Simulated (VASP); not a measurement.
# Pd16Cl: single point with PBEsol

System: Pd16Cl, a slab with vacuum.

```
CELL_PARAMETERS angstrom
7.78000 0.00000 0.00000
0.00000 5.50129 0.00000
0.00000 0.00000 15.12597
ATOMIC_POSITIONS crystal
Pd 0.25000 0.25000 0.06611
Pd 0.75000 0.25000 0.06611
Pd 0.25000 0.75001 0.06611
Pd 0.75000 0.75001 0.06611
Pd 0.99688 0.97119 0.12935
Pd 0.52361 0.92936 0.15627
Pd 0.98157 0.49103 0.13963
Pd 0.49418 0.48699 0.15317
Pd 0.20763 0.18027 0.22455
Pd 0.78364 0.15931 0.22944
Pd 0.21726 0.68602 0.23523
Pd 0.75997 0.68787 0.23575
Pd 0.00046 0.88861 0.31969
Pd 0.48370 0.79245 0.33346
Pd 0.99681 0.37179 0.34172
Pd 0.49105 0.31427 0.32216
Cl 0.21371 0.11575 0.40249
```

```json
{
 "Program": "VASP 6.6.1",
 "Task": "single point",
 "Functional": "PBEsol",
 "Potentials or basis": "VASP PAW PBE potentials, release 64 (Pd, Cl)",
 "Cutoff": "520 eV",
 "k mesh": "2 × 3 × 1",
 "Occupations": "fermi-dirac, width 0.05 eV",
 "Spin": "no spin polarisation",
 "Dipole correction": "no",
 "Further INCAR settings": "LREAL = Auto; ALGO = Normal; EDIFF = 1e-06; NBANDS = 98"
}
```

| Item | Value |
| --- | --- |
| Largest force | 3.789 eV/Å |
| Band gap on the k mesh | zero (an odd number of electrons rules out a gap without spin polarisation) |

Forces in eV/Å, atoms in the order of the input:
```
Pd   0.503  0.044 -0.700
Pd  -1.106 -0.051 -0.999
Pd   0.761 -0.292 -0.511
Pd  -0.355 -0.670 -1.925
Pd   0.099  0.110 -0.522
Pd  -2.301  2.996  0.302
Pd   1.476 -0.972 -0.146
Pd  -0.088 -1.973  0.017
Pd   1.862  0.523  1.139
Pd  -1.426  1.318  1.685
Pd   1.673 -1.052 -0.385
Pd  -0.166 -1.330  1.875
Pd  -0.928  0.097  1.623
Pd  -0.014  0.575 -0.473
Pd  -0.305  1.134 -0.520
Pd  -0.007 -0.456 -0.570
Cl   0.323  0.000  0.111
```

Levels at points of the mesh, in eV from the Fermi level:
```tsv
k point	band 79	band 80	band 81	band 82	band 83	band 84	band 85	band 86	band 87	band 88
(0.00, 0.00, 0.00)	-0.14	-0.11	-0.04	0.00	0.11	0.13	0.14	0.17	0.26	0.35
(0.50, 0.00, 0.00)	-0.15	-0.13	-0.10	-0.04	0.03	0.09	0.11	0.16	0.40	0.43
```

Run time: 8.1 min on 1 thread of Intel(R) Xeon(R) Platinum 8488C (Sapphire Rapids), with other jobs on the host, peak memory 0.65 GiB.

Caveat: the k points lie up to 0.40 Å⁻¹ apart, too coarse for converged energies and pressures of a metal; the atoms stand as in a frame of molecular dynamics; there is no dipole correction, which matters where the two faces differ; the PAW data sets were made with another functional, which shifts forces and pressure a little.
